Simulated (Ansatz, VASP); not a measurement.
Two plane-wave programs on TaN

```
Ta N
1.0
     0.00000    2.19802    2.19802
     2.19802    0.00000    2.19802
     2.19802    2.19802    0.00000
Ta N
1 1
Direct
  0.00000 0.00000 0.00000
  0.50000 0.50000 0.50000
```

Alike in both runs: functional r2SCAN; k mesh 15 × 15 × 15; occupations fermi-dirac, width 0.05 eV; no spin polarisation.

Ansatz relaxed the structure, and its values are those at the end. VASP's run is a single point on that final structure, the one shown.

```csv
,VASP,Ansatz
version,VASP 6.6.1,Ansatz 0.2.0
potentials or method,"VASP PAW PBE potentials, release 64 (Ta_pv, N)","PAW with Ansatz's default frozen-core files, scalar-relativistic"
plane-wave cutoff (eV),520,500
valence electrons in the cell,16,18
```

|  | VASP | Ansatz | Ansatz less VASP |
| --- | --- | --- | --- |
| pressure (GPa) | 1.9 | 0.0 | -1.93 |

VASP's potentials were made for PBE, not for r2SCAN. The functional is the same, so the differences come from potentials, cutoffs and numerics. VASP's potentials hold 16 valence electrons a cell and Ansatz's 18, so a difference there can come from the potentials and not from the codes.

Neither program's run includes spin-orbit coupling.
